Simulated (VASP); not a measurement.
# AlP (F-43m) in VASP: further runs, part 2 of 2

VASP 6.6.1.

**3. Single point, PBE (volume changed by -3%)**

Input file INCAR:

```
ALGO = Normal
EDIFF = 1E-6
ENCUT = 500
GGA = PE
GGA_COMPAT = F
ISIF = 2
ISMEAR = 0
LASPH = T
LCHARG = F
LREAL = F
LWAVE = F
NBANDS = 11
NELM = 120
PREC = Accurate
SIGMA = 0.01
```

Input file KPOINTS:

```
k-points
0
Gamma
  6 6 6
```

Input file POSCAR:

```
AlP
1.0
    0.0000000000      2.7259726867      2.7259726867
    2.7259726867      0.0000000000      2.7259726867
    2.7259726867      2.7259726867      0.0000000000
Al P
1 1
Direct
    0.0000000000      0.0000000000      0.0000000000
    0.2500000000      0.2500000000      0.2500000000
```

Potentials or basis: VASP PAW PBE potentials, release 64 (Al, P).

The run is started by

```console
cat potpaw_PBE.64/Al/POTCAR potpaw_PBE.64/P/POTCAR > POTCAR
mpirun -np 1 vasp_std > vasp.out
```

OUTCAR:

```text
EDIFF = 1E-6
   ENCUT = 500
   GGA = PE
   ISIF = 2
   ISMEAR = 0
   LASPH = T
   LREAL = F
   NELM = 120
   PREC = Accurate

 ion  position               nearest neighbor table
   1  0.000  0.000  0.000-   2 2.36   2 2.36   2 2.36   2 2.36
   2  0.250  0.250  0.250-   1 2.36   1 2.36   1 2.36   1 2.36

  LATTYP: Found a face centered cubic cell.
 ALAT       =     5.4519453734

  Lattice vectors:

 A1 = (   0.0000000000,   2.7259726867,   2.7259726867)
 A2 = (   2.7259726867,   0.0000000000,   2.7259726867)
 A3 = (   2.7259726867,   2.7259726867,   0.0000000000)

Analysis of symmetry for initial positions (statically):
=====================================================================
 Subroutine PRICEL returns:
 Original cell was already a primitive cell.

 Routine SETGRP: Setting up the symmetry group for a
 face centered cubic supercell.

 Subroutine GETGRP returns: Found 24 space group operations
 (whereof 24 operations were pure point group operations)
 out of a pool of 48 trial point group operations.

The static configuration has the point symmetry T_d .

Analysis of symmetry for dynamics (positions and initial velocities):
[... 162 lines left out ...]
      4       4.6255      2.00000
      5       7.9687      0.00000
      6       9.1905      0.00000
      7       9.1905      0.00000
      8       9.1905      0.00000
      9      13.4629      0.00000
     10      13.4629      0.00000
     11      14.9453      0.00000
[... 197 lines left out ...]
 k-point    16 :      -0.3333    0.5000    0.1667
  band No.  band energies     occupation
      1      -4.5096      2.00000
      2      -0.4300      2.00000
      3       1.7029      2.00000
      4       1.9455      2.00000
      5       7.9403      0.00000
      6       8.9432      0.00000
      7      12.2998      0.00000
      8      12.6496      0.00000
      9      15.9154      0.00000
     10      16.6050      0.00000
     11      17.9426      0.00000

------------------------ aborting loop because EDIFF is reached ----------------------------------------

  FORCE on cell =-STRESS in cart. coord.  units (eV):
  Direction    XX          YY          ZZ          XY          YZ          ZX
  --------------------------------------------------------------------------------------
  -------------------------------------------------------------------------------------
  Total        0.6660676      0.6660676      0.6660676      0.0000000      0.0000000     -0.0000000
  in kB       26.3411285     26.3411285     26.3411285      0.0000000      0.0000000     -0.0000000
  external PRESSURE =      26.3411285 kB  Pullay stress =       0.0000000 kB

 VOLUME and BASIS-vectors are now :
 -----------------------------------------------------------------------------
  energy-cutoff  :      500.00
  volume of cell :       40.51
      direct lattice vectors                 reciprocal lattice vectors
     0.000000000  2.725972687  2.725972687    -0.183420767  0.183420767  0.183420767
     2.725972687  0.000000000  2.725972687     0.183420767 -0.183420767  0.183420767
     2.725972687  2.725972687  0.000000000     0.183420767  0.183420767 -0.183420767

 POSITION                                       TOTAL-FORCE (eV/Angst)
 -----------------------------------------------------------------------------------
      0.00000      0.00000      0.00000        -0.000000     -0.000000     -0.000000
      1.36299      1.36299      1.36299         0.000000      0.000000      0.000000
 -----------------------------------------------------------------------------------
    total drift:                               -0.000000     -0.000000     -0.000000

  FREE ENERGIE OF THE ION-ELECTRON SYSTEM (eV)
  ---------------------------------------------------
  free  energy   TOTEN  =       -10.3594218735 eV

  energy  without entropy=      -10.3594218735  energy(sigma->0) =      -10.35942187
```

OSZICAR:

```text
N       E                     dE             d eps       ncg     rms          rms(c)
DAV:   1     0.100637572478E+02    0.10064E+02   -0.27891E+03   352   0.514E+02
DAV:   2    -0.990522123538E+01   -0.19969E+02   -0.18827E+02   459   0.887E+01
DAV:   3    -0.107075739647E+02   -0.80235E+00   -0.80132E+00   458   0.170E+01
DAV:   4    -0.107142601758E+02   -0.66862E-02   -0.66854E-02   438   0.188E+00
DAV:   5    -0.107143752018E+02   -0.11503E-03   -0.11503E-03   434   0.226E-01    0.454E+00
DAV:   6    -0.104031679753E+02    0.31121E+00   -0.61830E-01   403   0.292E+00    0.290E+00
DAV:   7    -0.103588646213E+02    0.44303E-01   -0.22418E-01   406   0.192E+00    0.146E+00
DAV:   8    -0.103593417785E+02   -0.47716E-03   -0.15475E-02   403   0.608E-01    0.234E-01
DAV:   9    -0.103592581950E+02    0.83584E-04   -0.72599E-04   431   0.149E-01    0.950E-02
DAV:  10    -0.103594177758E+02   -0.15958E-03   -0.23878E-04   394   0.817E-02    0.111E-02
DAV:  11    -0.103594212522E+02   -0.34765E-05   -0.23654E-05   443   0.219E-02    0.107E-02
DAV:  12    -0.103594218735E+02   -0.62126E-06   -0.13096E-06   419   0.659E-03
   1 F= -.10359422E+02 E0= -.10359422E+02  d E =-.397634E-71
```

It took 4 s on 1 thread of AMD EPYC 9R45 (Zen 5), shared host; peak memory 0.12 GiB.

What came out:

| Quantity | Value |
| --- | --- |
| Free energy | -10.3594 eV |
| Pressure | 2.6 GPa |
| Band gap on the k mesh | 1.57 eV, indirect (least direct gap 3.34 eV) |

Levels at points of the mesh, in eV from the valence-band top:
```tsv
k point	band 2	band 3	band 4	band 5	band 6	band 7
(0.00, 0.00, 0.00)	0.00	0.00	0.00	3.34	4.57	4.57
(0.50, 0.00, 0.00)	-5.55	-0.77	-0.77	2.83	4.82	4.82
(0.50, 0.50, 0.00)	-5.32	-2.11	-2.11	1.57	2.46	11.11
```

Caveat: the cell differs from its parent crystal (volume changed by -3%).

**4. Single point, PBE**

This run uses another cell than the first one, of 20.88 Å³/atom, 1.064 times its volume.

Input file INCAR:

```
  PREC = Accurate
  ENCUT = 500
  EDIFF = 1E-6
  ISMEAR = 0
  SIGMA = 0.01
  LREAL = F
  LASPH = T
  NELM = 120
  ALGO = Normal
  ISIF = 2
  LWAVE = F
  LCHARG = F
  GGA = PE
  NBANDS = 11
  GGA_COMPAT = F
```

Input file KPOINTS:

```
Automatic mesh
0
Gamma
  6 6 6
```

Input file POSCAR:

```
AlP
1.0
    0.0000000000      2.7537906558      2.7537906558
    2.7537906558      0.0000000000      2.7537906558
    2.7537906558      2.7537906558      0.0000000000
Al P
1 1
Direct
    0.0000000000      0.0000000000      0.0000000000
    0.2500000000      0.2500000000      0.2500000000
```

The run is started by

```console
cat potpaw_PBE.64/Al/POTCAR potpaw_PBE.64/P/POTCAR > POTCAR
mpirun -np 1 vasp_std > vasp.out
```

Wall time 4.1 s (1 thread of AMD EPYC 9R45 (Zen 5), shared host); peak memory 0.12 GiB.

It converged, with:

```yaml
Free_energy: -10.3693 eV
Pressure: 0.0 GPa
Band_gap_on_the_k_mesh: 1.63 eV, indirect (least direct gap 3.08 eV)
```

Levels at points of the mesh, in eV from the valence-band top:
| k point | band 1 | band 2 | band 3 | band 4 | band 5 | band 6 | band 7 | band 8 | band 9 |
| --- | --- | --- | --- | --- | --- | --- | --- | --- | --- |
| (0.00, 0.00, 0.00) | -11.36 | 0.00 | 0.00 | 0.00 | 3.08 | 4.52 | 4.52 | 4.52 | 8.80 |
| (0.50, 0.00, 0.00) | -9.74 | -5.42 | -0.75 | -0.75 | 2.72 | 4.81 | 4.81 | 8.20 | 11.45 |
| (0.50, 0.50, 0.00) | -9.10 | -5.22 | -2.05 | -2.05 | 1.63 | 2.47 | 10.85 | 10.85 | 11.78 |

**5. Single point, PBE (volume changed by +3%)**

Input file INCAR:

```
PREC = Accurate
ENCUT = 500
EDIFF = 1E-6
ISMEAR = 0
SIGMA = 0.01
LREAL = F
LASPH = T
NELM = 120
ALGO = Normal
ISIF = 2
LWAVE = F
LCHARG = F
GGA = PE
NBANDS = 11
GGA_COMPAT = F
```

KPOINTS is that of step 4.

Input file POSCAR:

```
AlP
1.0
    0.0000000000      2.7810576831      2.7810576831
    2.7810576831      0.0000000000      2.7810576831
    2.7810576831      2.7810576831      0.0000000000
Al P
1 1
Direct
    0.0000000000      0.0000000000      0.0000000000
    0.2500000000      0.2500000000      0.2500000000
```

The run is started by

```console
cat potpaw_PBE.64/Al/POTCAR potpaw_PBE.64/P/POTCAR > POTCAR
mpirun -np 1 vasp_std > vasp.out
```

It took 4.8 s on 1 thread of AMD EPYC 9R45 (Zen 5), shared host; peak memory 0.13 GiB.

It converged, with:

```yaml
Free_energy: -10.3598 eV
Pressure: -2.3 GPa
Band_gap_on_the_k_mesh: 1.68 eV, indirect (least direct gap 2.83 eV)
```

Levels at points of the mesh, in eV from the valence-band top:
```csv
k point,band 1,band 2,band 3,band 4,band 5,band 6,band 7,band 8,band 9
"(0.00, 0.00, 0.00)",-11.20,0.00,0.00,0.00,2.83,4.48,4.48,4.48,8.77
"(0.50, 0.00, 0.00)",-9.65,-5.29,-0.73,-0.73,2.61,4.80,4.80,8.11,11.35
"(0.50, 0.50, 0.00)",-9.04,-5.13,-1.99,-1.99,1.68,2.48,10.59,10.59,11.46
```

Caveat: the cell differs from its parent crystal (volume changed by +3%). A k mesh can miss the band edges.

**6. Single point, PBE (volume changed by +6%)**

Input file INCAR:

```
SYSTEM = AlP
PREC = Accurate
ENCUT = 500
EDIFF = 1E-6
ISMEAR = 0
SIGMA = 0.01
LREAL = .FALSE.
LASPH = .TRUE.
NELM = 120
ALGO = Normal
ISIF = 2
LWAVE = .FALSE.
LCHARG = .FALSE.
GGA = PE
NBANDS = 11
GGA_COMPAT = .FALSE.
```

Input file KPOINTS:

```
Automatic mesh
0
G
  6 6 6
  0 0 0
```

Input file POSCAR:

```
AlP
1.0
    0.0000000000      2.8078002629      2.8078002629
    2.8078002629      0.0000000000      2.8078002629
    2.8078002629      2.8078002629      0.0000000000
Al P
1 1
Direct
    0.0000000000      0.0000000000      0.0000000000
    0.2500000000      0.2500000000      0.2500000000
```

Potentials or basis: VASP PAW PBE potentials, release 64 (Al, P).

The run is started by

```console
cat potpaw_PBE.64/Al/POTCAR potpaw_PBE.64/P/POTCAR > POTCAR
mpirun -np 1 vasp_std > vasp.out
```

It took 4.6 s on 1 thread of AMD EPYC 9R45 (Zen 5), shared host; peak memory 0.12 GiB.

It converged, with:

```
Free energy            : -10.3337 eV
Pressure               : -4.3 GPa
Band gap on the k mesh : 1.73 eV, indirect (least direct gap 2.60 eV)
```

Levels at points of the mesh, in eV from the valence-band top:
| k point | band 1 | band 2 | band 3 | band 4 | band 5 | band 6 | band 7 | band 8 |
| --- | --- | --- | --- | --- | --- | --- | --- | --- |
| (0.00, 0.00, 0.00) | -11.04 | 0.00 | 0.00 | 0.00 | 2.60 | 4.44 | 4.44 | 4.44 |
| (0.50, 0.00, 0.00) | -9.56 | -5.17 | -0.71 | -0.71 | 2.50 | 4.78 | 4.78 | 8.03 |
| (0.50, 0.50, 0.00) | -8.98 | -5.04 | -1.93 | -1.93 | 1.73 | 2.48 | 10.35 | 10.35 |

Caveat: the cell differs from its parent crystal (volume changed by +6%). A k mesh can miss the band edges.

**7. The runs side by side**

```csv
cell,gap on the mesh (eV),pressure (GPa)
"a = 3.815 Å, angles 60.0°, 2 atoms",1.50,5.8
"a = 3.855 Å, angles 60.0°, 2 atoms",1.57,2.6
"a = 3.894 Å, angles 60.0°, 2 atoms",1.63,0.0
"a = 3.933 Å, angles 60.0°, 2 atoms",1.68,-2.3
"a = 3.971 Å, angles 60.0°, 2 atoms",1.73,-4.3
```

Alike in all rows: task single point; level PBE; potentials or basis VASP PAW PBE potentials, release 64 (Al, P); no spin polarisation; k mesh 6 × 6 × 6; cutoff (eV) 500; smearing gaussian 0.01 eV.

Absolute energies hang on the potentials; compare differences alone.
